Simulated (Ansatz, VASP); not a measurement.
# NaF: VASP beside Ansatz

INCAR

```
SYSTEM = NaF
PREC = Accurate
ENCUT = 600
EDIFF = 1E-6
ISMEAR = -1
SIGMA = 0.05
LREAL = .False.
LASPH = .True.
NELM = 80
ALGO = Normal
ISIF = 3
LWAVE = .False.
LCHARG = .False.
GGA = PE
IBRION = 2
NSW = 100
EDIFFG = -0.005
```

Contents of KPOINTS:

```
regular mesh
0
Gamma
  16 16 16
  0 0 0
```

The input POSCAR:

```
NaF
1.0
    0.0000000000      2.2322827293      2.2322827293
    2.2322827293      0.0000000000      2.2322827293
    2.2322827293      2.2322827293      0.0000000000
Na F
1 1
Direct
    0.0000000000      0.0000000000      0.0000000000
    0.5000000000      0.5000000000      0.5000000000
```

Input for Ansatz:

```yaml
crystal:
  lattice:
    - [0.0, 2.2322827293, 2.2322827293]
    - [2.2322827293, 0.0, 2.2322827293]
    - [2.2322827293, 2.2322827293, 0.0]
  atoms:
    - { symbol: Na, position: [0.0, 0.0, 0.0] }
    - { symbol: F, position: [0.5, 0.5, 0.5] }
kpoints:
  mp_grid: { grid: [16, 16, 16] }
scf:
  occupations: { method: fermi_dirac, width: 0.05 }
hamiltonian:
  xc: pbe
  pseudopotentials: { kind: paw }
output:
  forces: true
  stress: true
relax:
  f_tol: 0.005
  max_steps: 80
  cell: {}
```

Alike in both runs: task relaxation of cell and atoms; functional PBE; k mesh 16 × 16 × 16; occupations fermi-dirac, width 0.05 eV; no spin polarisation.

|  | VASP | Ansatz |
| --- | --- | --- |
| version | VASP 6.6.1 | Ansatz 0.2.0 |
| potentials or method | VASP PAW PBE potentials, release 64 (Na_pv, F) | PAW with Ansatz's default frozen-core files, scalar-relativistic |
| plane-wave cutoff (eV) | 600 | 420 |
| valence electrons in the cell | 14 | 16 |

```csv
,VASP,Ansatz,Ansatz less VASP
relaxed volume (Å³/atom),12.99,12.99,-0.005
relaxed length of the cell vector where the two differ most in proportion (Å),3.325,3.324,-0.0004
```

VASP's potentials hold 14 valence electrons a cell and Ansatz's 16, so a difference there can come from the potentials and not from the codes.

Noted on VASP's run: the volume moved by over 15 % at a fixed basis, so the end points are rough.
